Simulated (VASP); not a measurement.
# ScGa3P4 in VASP: further runs

The runs below take ScGa3P4 through single point, with PBEsol.

Everything below comes from runs of VASP 6.6.1. Logs are shortened: lines on timing, memory, paths and dates and some standing lists are left out, and cuts for length are marked.

## (1) The cell of the first run

It takes space group Cmmm (No. 65, orthorhombic). Conventional cell: a = 7.380 Å, b = 10.241 Å, c = 3.613 Å, α = 90.00°, β = 90.00°, γ = 90.00°. Sc (site symmetry mmm) has 6 P at 2.61 to 2.67 Å within 3.4 Å. Within 3.4 Å of Ga (site symmetry 2/m) lie 6 P at 2.56 to 2.58 Å. Within 3.2 Å of Ga (site symmetry mmm) lie 6 P at 2.45 to 2.55 Å. P (site symmetry m2m) has 5 Ga at 2.45 to 2.58 Å and 1 Sc at 2.67 Å within 3.2 Å. P (site symmetry 2mm) has 4 Ga at 2.55 to 2.56 Å and 2 Sc at 2.61 Å within 3.4 Å.

## (2) Single point, PBEsol

File INCAR:

```
SYSTEM = ScGa3P4
PREC = Accurate
ENCUT = 520
EDIFF = 1E-6
ISMEAR = -1
SIGMA = 0.03
LREAL = .False.
LASPH = .True.
NELM = 60
ALGO = Normal
ISIF = 2
LWAVE = .False.
LCHARG = .False.
GGA = PS
NBANDS = 45
```

File KPOINTS:

```
Automatic mesh
0
Gamma
  4 4 6
  0 0 0
```

File POSCAR:

```
ScGa3P4
1.0
    3.6900493872     -5.1206388845      0.0000000000
    3.6900493872      5.1206388845      0.0000000000
    0.0000000000      0.0000000000      3.6128568219
Sc Ga P
1 3 4
Direct
    0.5000000000      0.5000000000      0.0000000000
    0.0000000000      0.5000000000      0.5000000000
    0.5000000000      0.0000000000      0.5000000000
    0.0000000000      0.0000000000      0.0000000000
    0.2393531926      0.7606468074      0.0000000000
    0.7553859034      0.7553859034      0.5000000000
    0.2446140966      0.2446140966      0.5000000000
    0.7606468074      0.2393531926      0.0000000000
```

Potentials or basis: VASP PAW PBE potentials, release 64 (Sc_sv, Ga_d, P).

Launch:

```bash
> cat potpaw_PBE.64/Sc_sv/POTCAR potpaw_PBE.64/Ga_d/POTCAR potpaw_PBE.64/P/POTCAR > POTCAR
> mpirun -np 1 vasp_std > vasp.out
```

OUTCAR:

```text
SYSTEM = ScGa3P4
   PREC = Accurate
   ENCUT = 520
   EDIFF = 1E-6
   ISMEAR = -1
   LREAL = .False.
   LASPH = .True.
   NELM = 60
   ISIF = 2
   GGA = PS

 ion  position               nearest neighbor table
   1  0.500  0.500  0.000-   6 2.61   7 2.61   6 2.61   7 2.61   5 2.67   8 2.67
   2  0.000  0.500  0.500-   6 2.56   7 2.56   5 2.58   8 2.58   5 2.58   8 2.58
   3  0.500  0.000  0.500-   6 2.56   7 2.56   5 2.58   8 2.58   5 2.58   8 2.58
   4  0.000  0.000  0.000-   5 2.45   8 2.45   7 2.55   6 2.55   6 2.55   7 2.55
   5  0.239  0.761  0.000-   4 2.45   3 2.58   2 2.58   2 2.58   3 2.58   1 2.67
   6  0.755  0.755  0.500-   4 2.55   4 2.55   2 2.56   3 2.56   1 2.61   1 2.61
   7  0.245  0.245  0.500-   4 2.55   4 2.55   2 2.56   3 2.56   1 2.61   1 2.61
   8  0.761  0.239  0.000-   4 2.45   3 2.58   2 2.58   2 2.58   3 2.58   1 2.67

  LATTYP: Found a base centered orthorhombic cell.
 ALAT       =     7.3800987744
 B/A-ratio  =     1.3876884419
 C/A-ratio  =     0.4895404428

  Lattice vectors:

 A1 = (   3.6900493872,  -5.1206388845,   0.0000000000)
 A2 = (   3.6900493872,   5.1206388845,   0.0000000000)
 A3 = (   0.0000000000,   0.0000000000,   3.6128568219)

Analysis of symmetry for initial positions (statically):
=====================================================================
 Subroutine PRICEL returns:
 Original cell was already a primitive cell.

 Routine SETGRP: Setting up the symmetry group for a
 base centered orthorhombic supercell.

 Subroutine GETGRP returns: Found  8 space group operations
 (whereof  8 operations were pure point group operations)
 out of a pool of  8 trial point group operations.

The static configuration has the point symmetry D_2h.

Analysis of symmetry for dynamics (positions and initial velocities):
=====================================================================
 Subroutine PRICEL returns:
 Original cell was already a primitive cell.

 Routine SETGRP: Setting up the symmetry group for a
 base centered orthorhombic supercell.

 Subroutine GETGRP returns: Found  8 space group operations
 (whereof  8 operations were pure point group operations)
 out of a pool of  8 trial point group operations.

The dynamic configuration has the point symmetry D_2h.

 Subroutine INISYM returns: Found  8 space group operations
 (whereof  8 operations are pure point group operations),
 and found     1 'primitive' translations

----------------------------------------------------------------------------------------

                                     Primitive cell
[... 105 lines left out ...]
   EDIFFG = 0.1E-04   stopping-criterion for IOM
   NSW    =      0    number of steps for IOM
   IBRION =     -1    ionic relax: 0-MD 1-quasi-New 2-CG
   NFREE  =      0    steps in history (QN), initial steepest desc. (CG)
   ISIF   =      2    stress and relaxation
   ISYM   =      2    0-nonsym 1-usesym 2-fastsym
   POTIM  = 0.5000    time-step for ionic-motion
   TEBEG  =    0.0;   TEEND  =   0.0 temperature during run
   PSTRESS=    0.0 pullay stress
   NELECT =      70.0000    total number of electrons
   NUPDOWN=      -1.0000    fix difference up-down
   EMIN   =  10.00;   EMAX   =-10.00  energy-range for DOS
   EFERMI =   0.00;   METHOD = LEGACY
   ISMEAR =    -1;   SIGMA  =   0.03  broadening in eV -4-tet -1-fermi 0-gaus
   EFERMI_NEDOS =   21; number of points for ismear=-14 and -15
   IALGO  =     38    algorithm
   IMIX   =      4    mixing-type and parameters
     AMIX     =   0.40;   BMIX     =  1.00
     AMIX_MAG =   1.60;   BMIX_MAG =  1.00
  volume/ion in A,a.u.               =      17.07       115.17
  Fermi-wavevector in a.u.,A,eV,Ry     =   1.310273  2.476057 23.358694  1.716816
  Thomas-Fermi vector in A             =   2.440815
   LORBIT       =      0    0 simple, 1 ext, 2 COOP (PROOUT), +10 PAW based schemes
   GGA     = PS    functional components
   LHFCALC =     F    Hartree Fock is set to
   AEXX    =    0.0000 exact exchange contribution
   IVDW    =     0    specifies the selected vdW correction
   LEPSILON=     F    determine dielectric tensor
   LRPA    =     F    only Hartree local field effects (RPA)
 non-spin polarized calculation
  energy-cutoff  :      520.00
  volume of cell :      136.53
 maximum number of plane-waves:      3696
 NGX is ok and might be reduce to    48
   NGX = 23   NGY = 23   NGZ = 13

 number of electron      70.0000002 magnetization

 Free energy of the ion-electron system (eV)
  ---------------------------------------------------
  ext. energy  EPLUGINS =         0.00000000
  ---------------------------------------------------
  free energy    TOTEN  =       -42.35811832 eV

  energy without entropy =      -42.34968474  energy(sigma->0) =      -42.35390153

 E-fermi :   6.4213     XC(G=0): -11.1124

 val. band max:        6.4210486036   @ k =   0.5000   0.2500   0.1667
 cond. band min:       6.4367104616   @ k =   0.5000   0.0000   0.5000
 fundamental gap:      0.0156618580
 Fermi energy:         6.4213015655

 k-point     1 :       0.0000    0.0000    0.0000
  band No.  band energies     occupation
      1     -42.6659      2.00000
      2     -21.4761      2.00000
      3     -21.4253      2.00000
      4     -21.3469      2.00000
      5      -8.4533      2.00000
      6      -8.3387      2.00000
[... 1141 lines left out ...]
     44      10.7691      0.00000
     45      12.2697      0.00000

 [... further k-points ...]
[... 5 lines left out ...]
  --------------------------------------------------------------------------------------
  -------------------------------------------------------------------------------------
  Total        0.1354179      0.0955887      0.1103455     -0.0000000      0.0000000      0.0000000
  in kB        1.5890938      1.1217090      1.2948755     -0.0000000      0.0000000      0.0000000
  external PRESSURE =       1.3352261 kB  Pullay stress =       0.0000000 kB

 VOLUME and BASIS-vectors are now :
 -----------------------------------------------------------------------------
  energy-cutoff  :      520.00
  volume of cell :      136.53
      direct lattice vectors                 reciprocal lattice vectors
     3.690049387 -5.120638884  0.000000000     0.135499541 -0.097644066  0.000000000
     3.690049387  5.120638884  0.000000000     0.135499541  0.097644066  0.000000000
     0.000000000  0.000000000  3.612856822     0.000000000  0.000000000  0.276789269

 POSITION                                       TOTAL-FORCE (eV/Angst)
 -----------------------------------------------------------------------------------
      3.69005      0.00000      0.00000         0.000000     -0.000000      0.000000
      1.84502      2.56032      1.80643         0.000000      0.000000      0.000000
      1.84502     -2.56032      1.80643        -0.000000     -0.000000      0.000000
      0.00000      0.00000      0.00000         0.000000      0.000000      0.000000
      3.69005      2.66936      0.00000         0.000000      0.009055     -0.000000
      5.57482      0.00000      1.80643         0.013898      0.000000      0.000000
      1.80528      0.00000      1.80643        -0.013898      0.000000      0.000000
      3.69005     -2.66936      0.00000         0.000000     -0.009055      0.000000
 -----------------------------------------------------------------------------------
    total drift:                                0.000000      0.000000     -0.000000

  FREE ENERGIE OF THE ION-ELECTRON SYSTEM (eV)
  ---------------------------------------------------
  free  energy   TOTEN  =       -42.3581183199 eV

  energy  without entropy=      -42.3496847433  energy(sigma->0) =      -42.35390153
```

OSZICAR:

```text
N       E                     dE             d eps       ncg     rms          rms(c)
DAV:   1     0.750686007401E+03    0.75069E+03   -0.31523E+04  2721   0.225E+03
DAV:   2     0.755523618293E+02   -0.67513E+03   -0.65588E+03  2576   0.636E+02
DAV:   3    -0.368912065677E+02   -0.11244E+03   -0.10865E+03  3103   0.197E+02
DAV:   4    -0.445848678181E+02   -0.76937E+01   -0.75581E+01  3584   0.522E+01
DAV:   5    -0.448032281524E+02   -0.21836E+00   -0.21738E+00  3656   0.954E+00    0.112E+01
DAV:   6    -0.424678454527E+02    0.23354E+01   -0.72123E+00  4040   0.231E+01    0.504E+00
DAV:   7    -0.423780104061E+02    0.89835E-01   -0.64830E-01  3580   0.696E+00    0.304E+00
DAV:   8    -0.423628018639E+02    0.15209E-01   -0.20000E-01  3488   0.314E+00    0.102E+00
DAV:   9    -0.423587014058E+02    0.41005E-02   -0.42039E-02  3556   0.188E+00    0.243E-01
DAV:  10    -0.423581698582E+02    0.53155E-03   -0.69733E-03  3552   0.785E-01    0.139E-01
DAV:  11    -0.423580971820E+02    0.72676E-04   -0.11507E-03  3499   0.372E-01    0.378E-02
DAV:  12    -0.423581128009E+02   -0.15619E-04   -0.19415E-04  3232   0.149E-01    0.141E-02
DAV:  13    -0.423581162855E+02   -0.34846E-05   -0.42686E-05  3451   0.908E-02    0.108E-02
DAV:  14    -0.423581180410E+02   -0.17555E-05   -0.19125E-05  3024   0.392E-02    0.499E-03
DAV:  15    -0.423581183199E+02   -0.27890E-06   -0.22115E-06  1926   0.107E-02
   1 F= -.42358118E+02 E0= -.42353902E+02  d E =-.843358E-02
```

It took 2.1 min on 1 thread of AMD EPYC 7R13 (Zen 3), shared host; peak memory 0.29 GiB.

Results:

```yaml
Free_energy: -42.3581 eV
Pressure: 0.1 GPa
Largest_force: 0.014 eV/Å
Band_gap_on_the_k_mesh: zero (bands 35 and 36 overlap by 1.13 eV)
```

Forces in eV/Å, atoms in the order of the input:
```
Sc   0.000  0.000  0.000
Ga   0.000  0.000  0.000
Ga   0.000  0.000  0.000
Ga   0.000  0.000  0.000
P    0.000  0.009  0.000
P    0.014  0.000  0.000
P   -0.014  0.000  0.000
P    0.000 -0.009  0.000
```

Levels at points of the mesh, in eV from the Fermi level:
| k point | band 32 | band 33 | band 34 | band 35 | band 36 | band 37 | band 38 | band 39 |
| --- | --- | --- | --- | --- | --- | --- | --- | --- |
| (0.00, 0.00, 0.00) | -0.03 | -0.01 | 0.14 | 0.17 | 0.38 | 0.69 | 2.10 | 2.55 |
| (0.50, 0.00, 0.00) | -0.70 | -0.54 | 0.35 | 0.45 | 0.78 | 0.97 | 1.52 | 2.16 |
| (0.50, 0.50, 0.00) | -1.34 | -1.15 | -1.14 | 0.10 | 0.28 | 1.14 | 1.68 | 2.66 |
| (0.00, 0.00, 0.50) | -2.86 | -2.55 | -1.41 | -0.02 | 0.54 | 2.19 | 2.54 | 2.64 |
| (0.50, 0.00, 0.50) | -2.29 | -1.94 | -1.01 | -0.54 | -0.51 | 0.02 | 1.65 | 1.79 |
| (0.50, 0.50, 0.50) | -2.18 | -1.34 | -1.10 | -0.20 | 0.03 | 0.26 | 1.05 | 1.08 |

Caveat: the PAW data sets were made with another functional, which shifts forces and pressure a little.

## (3) Single point, PBEsol

File INCAR:

```
PREC = Accurate
ENCUT = 520
EDIFF = 1E-7
ISMEAR = -1
SIGMA = 0.05
LREAL = False
LASPH = True
NELM = 80
ALGO = Normal
ISIF = 2
LWAVE = False
LCHARG = False
GGA = PS
NBANDS = 45
```

File KPOINTS:

```
Automatic mesh
0
Gamma
  4 4 6
```

File POSCAR:

```
ScGa3P4
1.0
    3.6912625063     -5.1253273454      0.0004212201
    3.6868087766      5.1220428208     -0.0005550758
   -0.0000507242     -0.0004001471      3.6109577287
Sc Ga P
1 3 4
Direct
    0.4984612577      0.5158800602      0.0006486457
   -0.0006388325      0.5165423764      0.5001212866
    0.4991939168      0.0167375370      0.5001259331
   -0.0015184754      0.0158485399      0.0008330073
    0.2387399331      0.7770832744     -0.0000209344
    0.7542411155      0.7714771104      0.5006428846
    0.2428460051      0.2603027755      0.5005855342
    0.7596527061      0.2560417048      0.0002685475
```

Potentials or basis: VASP PAW PBE potentials, release 64 (Sc_sv, Ga_d, P).

Launch:

```bash
> cat potpaw_PBE.64/Sc_sv/POTCAR potpaw_PBE.64/Ga_d/POTCAR potpaw_PBE.64/P/POTCAR > POTCAR
> mpirun -np 1 vasp_std > vasp.out
```

Run time: 4.1 min. Hardware: 1 thread of AMD EPYC 7R13 (Zen 3), shared host; peak memory 0.39 GiB.

It converged, with:

```yaml
Free_energy: -42.3650 eV
Pressure: 0.1 GPa
Largest_force: 0.017 eV/Å
Band_gap_on_the_k_mesh: zero (bands 35 and 36 overlap by 1.13 eV)
```

Forces on the atoms (eV/Å):
```
Sc   0.001 -0.001  0.000
Ga  -0.001  0.000  0.000
Ga  -0.001  0.000  0.000
Ga   0.000  0.000 -0.002
P   -0.001  0.017  0.001
P    0.009  0.000  0.000
P   -0.009  0.000  0.001
P    0.002 -0.016 -0.001
```

Levels at points of the mesh, in eV from the Fermi level:
| k point | band 33 | band 34 | band 35 | band 36 | band 37 | band 38 |
| --- | --- | --- | --- | --- | --- | --- |
| (0.00, 0.00, 0.00) | -0.01 | 0.12 | 0.16 | 0.37 | 0.68 | 2.09 |
| (0.50, 0.00, 0.00) | -0.54 | 0.35 | 0.44 | 0.77 | 0.96 | 1.51 |
| (0.00, 0.50, 0.00) | -0.55 | 0.34 | 0.44 | 0.78 | 0.96 | 1.51 |
| (0.50, 0.50, 0.00) | -1.16 | -1.15 | 0.10 | 0.28 | 1.13 | 1.66 |
| (0.00, 0.00, 0.50) | -2.56 | -1.42 | -0.03 | 0.53 | 2.18 | 2.53 |
| (0.50, 0.00, 0.50) | -1.96 | -1.02 | -0.55 | -0.52 | 0.00 | 1.63 |
| (0.00, 0.50, 0.50) | -1.95 | -1.01 | -0.54 | -0.51 | 0.01 | 1.64 |
| (0.50, 0.50, 0.50) | -1.35 | -1.11 | -0.21 | 0.02 | 0.24 | 1.04 |

Caveat: the PAW data sets were made with another functional, which shifts forces and pressure a little.
